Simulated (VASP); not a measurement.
Here is a VASP 6.6.1 calculation.

INCAR

```
SYSTEM = SiC
PREC     = Accurate       ! precision mode
ENCUT    = 520            ! plane-wave cutoff, eV
EDIFF    = 1E-7           ! SCF threshold, eV
ISMEAR   = 0              ! smearing method
SIGMA    = 0.05           ! smearing width, eV
LREAL    = .False.        ! projectors in reciprocal space
LASPH    = .True.         ! aspherical terms in the spheres
NELM     = 80             ! most SCF steps
ALGO     = Normal         ! electronic algorithm
ISIF     = 2              ! what is computed and relaxed
LWAVE    = .False.        ! write WAVECAR
LCHARG   = .False.        ! write CHGCAR
GGA      = PE             ! functional
NBANDS   = 26             ! bands
```

Contents of KPOINTS:

```
regular mesh
0
Gamma
  12 12 4
  0 0 0
```

File POSCAR:

```
SiC
1.0
    3.2385000000      0.0000000000      0.0000000000
   -1.6192500000      2.8046232702      0.0000000000
    0.0000000000      0.0000000000     10.1291708101
Si C
4 4
Direct
    0.6666666667      0.3333333333      0.9378436843
    0.3333333333      0.6666666667      0.4378436843
    0.0000000000      0.0000000000      0.6878989045
    0.0000000000      0.0000000000      0.1878989045
    0.6666666667      0.3333333333      0.7498087506
    0.3333333333      0.6666666667      0.2498087506
    0.0000000000      0.0000000000      0.5004476606
    0.0000000000      0.0000000000      0.0004476606
```

Potentials or basis: VASP PAW PBE potentials, release 64 (Si, C).

Run with:

```bash
$ cat potpaw_PBE.64/Si/POTCAR potpaw_PBE.64/C/POTCAR > POTCAR
$ mpirun -np 1 vasp_std > vasp.out
```

Task: Predict the largest force.

Result: 0.308 eV/Å.

Task: What does it give for the pressure?

Result: -15.8 GPa.

Task: What does it give for the band gap on the k mesh?

Result: 2.00 eV, indirect (least direct gap 3.06 eV).

Forces on the atoms (eV/Å):
```
Si   0.000  0.000  0.274
Si   0.000  0.000  0.274
Si   0.000  0.000  0.285
Si   0.000  0.000  0.285
C    0.000  0.000 -0.308
C    0.000  0.000 -0.308
C    0.000  0.000 -0.250
C    0.000  0.000 -0.250
```

A k mesh can miss the band edges. As with any semilocal functional, this PBE gap is likely too small.
